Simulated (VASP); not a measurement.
Input of a VASP 6.6.1 run:

The input INCAR:

```
SYSTEM = B
  PREC = Accurate
  ENCUT = 520
  EDIFF = 1E-6
  ISMEAR = -1
  SIGMA = 0.1
  LREAL = .FALSE.
  LASPH = .TRUE.
  NELM = 60
  ALGO = Normal
  ISIF = 2
  LWAVE = .FALSE.
  LCHARG = .TRUE.
  GGA = B5
  ALDAX = 1.0
  AGGAX = 1.0
  AGGAC = 1.0
  ALDAC = 0.0
  LELF = .TRUE.
  LVHAR = .TRUE.
  NBANDS = 8
```

File KPOINTS:

```
regular mesh
0
G
  21 21 21
  0 0 0
```

Contents of POSCAR:

```
B
1.0
    0.0000000000      1.4855299879      1.4855299879
    1.4855299879      0.0000000000      1.4855299879
    1.4855299879      1.4855299879      0.0000000000
B
1
Direct
    0.0000000000      0.0000000000      0.0000000000
```

Potentials or basis: VASP PAW PBE potentials, release 64 (B).

Command:

```sh
$ cat potpaw_PBE.64/B/POTCAR > POTCAR
$ mpirun -np 1 vasp_std > vasp.out
```

**Question.** Estimate the pressure.

**Answer.** -15.6 GPa.

Caveat: the PAW data sets were made with another functional, which shifts forces and pressure a little.
